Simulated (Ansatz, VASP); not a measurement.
## One calculation of Ni, two programs

```
Ni
1.0
    -1.24412    1.24412    1.75892
     1.24412   -1.24412    1.75892
     1.24412    1.24412   -1.75892
Ni
1
Direct
  0.00000 0.00000 0.00000
```

Alike in both runs: functional PBE; k mesh 32 × 32 × 32; occupations gaussian, width 0.1 eV; collinear spin.

Ansatz relaxed the structure, and its values are those at the end. VASP's run is a single point on that final structure, the one shown.

|  | VASP | Ansatz |
| --- | --- | --- |
| version | VASP 6.6.1 | Ansatz 0.2.0 |
| potentials or method | VASP PAW PBE potentials, release 64 (Ni), cutoff 520 eV | scalar-relativistic, plane waves, PAW |
| valence electrons in the cell | 10 | 18 |

```tsv
	VASP	Ansatz	Ansatz less VASP
gap on the k mesh at the Fermi level (eV)	none	none	-
pressure (GPa)	-0.1	0.0	+0.03
net moment per atom (μB)	0.63	0.64	+0.011
size of the moment on the site where the two differ most (μB)	0.64	0.68	+0.038
```

Site moments also hang on the region over which each program counts them. A gap of «none» marks a metal or a gap that the smearing closes. VASP's potentials hold 10 valence electrons a cell and Ansatz's 18, so a difference there can come from the potentials and not from the codes.
